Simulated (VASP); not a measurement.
B: relaxation of cell and atoms with PBE

Crystal: B.

```xyz
2
Lattice="2.9962 0.0000 0.0000 -1.4981 2.5948 0.0000 0.0000 0.0000 1.7312" Properties=species:S:1:pos:R:3 pbc="T T T"
B     0.0000    1.7298    0.8656
B     1.4981    0.8649    0.8656
```

| Quantity | Value |
| --- | --- |
| Program | VASP 6.6.1 |
| Task | relaxation of cell and atoms |
| Functional | PBE |
| Potentials or basis | VASP PAW PBE potentials, release 64 (B) |
| Cutoff | 600 eV |
| k mesh | 6 × 6 × 10 |
| Occupations | gaussian, width 0.1 eV |
| Spin | no spin polarisation |
| Dipole correction | no |
| Further INCAR settings | ALGO = Normal; EDIFF = 1e-06; IBRION = 2; EDIFFG = -0.04; NSW = 90; ISIF = 3 |

The relaxed volume is 7.69 Å³/atom, the relaxed cell is a = 3.008 Å, b = 3.008 Å, c = 1.964 Å, α = 90.00°, β = 90.00°, γ = 120.00° and the space group after relaxing (to 0.05 Å) is P6/mmm (No. 191). The energy gained by relaxing is 144.6 meV/atom. The ionic steps are 5. The pressure after relaxing is -0.2 GPa. The band gap on the k mesh is zero (band 3 reaches 8.36 eV, above the bottom of band 4 at 3.52 eV).

Stress tensor (GPa, compression positive):
```
-0.08  0.00  0.00
 0.00 -0.08  0.00
 0.00  0.00 -0.37
```

Step by step:
```
step  energy change (eV)  largest force (eV/Å)  pressure (GPa)  volume (Å³)
   1              0.0000                0.0000           26.48        13.46
   2             -0.2830                0.0000           -4.17        15.68
   3             -0.2829                0.0000           -3.41        15.60
   4             -0.2856                0.0000            2.46        15.23
   5             -0.2892                0.0000           -0.17        15.39
```

Final structure:
```
B
1.0
     3.00802    0.00000    0.00000
    -1.50401    2.60502    0.00000
     0.00000    0.00000    1.96366
B
2
Direct
  0.33333 0.66667 0.50000
  0.66667 0.33333 0.50000
```

Levels at points of the mesh, in eV from the Fermi level:
| k point | band 1 | band 2 | band 3 | band 4 | band 5 | band 6 | band 7 |
| --- | --- | --- | --- | --- | --- | --- | --- |
| (0.00, 0.00, 0.00) | -14.45 | -1.37 | -1.37 | 5.85 | 5.85 | 6.05 | 11.88 |
| (0.50, 0.00, 0.00) | -10.80 | -9.52 | -3.87 | 3.61 | 14.15 | 14.92 | 15.19 |
| (0.00, 0.00, 0.50) | -7.53 | -5.80 | 3.06 | 3.06 | 4.95 | 11.16 | 11.16 |
| (0.50, 0.00, 0.50) | -4.31 | -2.64 | -2.59 | -1.28 | 0.92 | 12.00 | 12.95 |

Run time: 4.3 s on 1 thread of Intel(R) Xeon(R) 6975P-C (Granite Rapids) (shared host), peak memory 0.12 GiB.

Caveat: the k points lie up to 0.40 Å⁻¹ apart in the final cell.
